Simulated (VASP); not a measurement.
Wanted: the native input for a VASP 6.6.1 run.

```
Task                   : single point
Functional             : PBE
Potentials or basis    : VASP PAW PBE potentials, release 64 (Te, Pb_d)
Cutoff                 : 500 eV
k mesh                 : 10 × 10 × 10
Occupations            : gaussian, width 0.02 eV
Spin                   : non-collinear spin, zero start, spin-orbit coupling
Starting moments       : [[0.0, 0.0, 0.0], [0.0, 0.0, 0.0]] μB
Dipole correction      : no
Further INCAR settings : ALGO = Normal; EDIFF = 1e-06; NBANDS = 32
```

The structure of TePb lies in POSCAR:

```
TePb
1.0
    0.0000000000      3.3458119082      3.3458119082
    3.3458119082      0.0000000000      3.3458119082
    3.3458119082      3.3458119082      0.0000000000
Te Pb
1 1
Direct
    0.5000000000      0.5000000000      0.5000000000
    0.0000000000      0.0000000000      0.0000000000
```

One way to write it, as run:

INCAR

```
SYSTEM = TePb
  ALGO = Normal
  EDIFF = 1E-6
  ENCUT = 500
  GGA = PE
  GGA_COMPAT = .False.
  ISIF = 2
  ISMEAR = 0
  LASPH = .True.
  LCHARG = .False.
  LORBIT = 11
  LORBMOM = .True.
  LREAL = .False.
  LSORBIT = .True.
  LWAVE = .False.
  MAGMOM = 0 0 0 0 0 0
  NBANDS = 32
  NELM = 200
  PREC = Accurate
  SIGMA = 0.02
```

KPOINTS

```
k-points
0
Gamma
  10 10 10
  0 0 0
```

Potentials or basis: VASP PAW PBE potentials, release 64 (Te, Pb_d).

The run is started by

```sh
$ cat potpaw_PBE.64/Te/POTCAR potpaw_PBE.64/Pb_d/POTCAR > POTCAR
$ mpirun -np 1 vasp_ncl > vasp.out
```

It gave:

```json
{
  "Pressure": "-1.9 GPa",
  "Net moment": "0.00 μB per cell",
  "Valence electrons inside the program's atomic spheres": "Te 3.35; Pb 11.83"
}
```

It took 2.5 min on 1 thread of Intel(R) Xeon(R) 6975P-C (Granite Rapids), with other jobs on the host, peak memory 0.47 GiB.
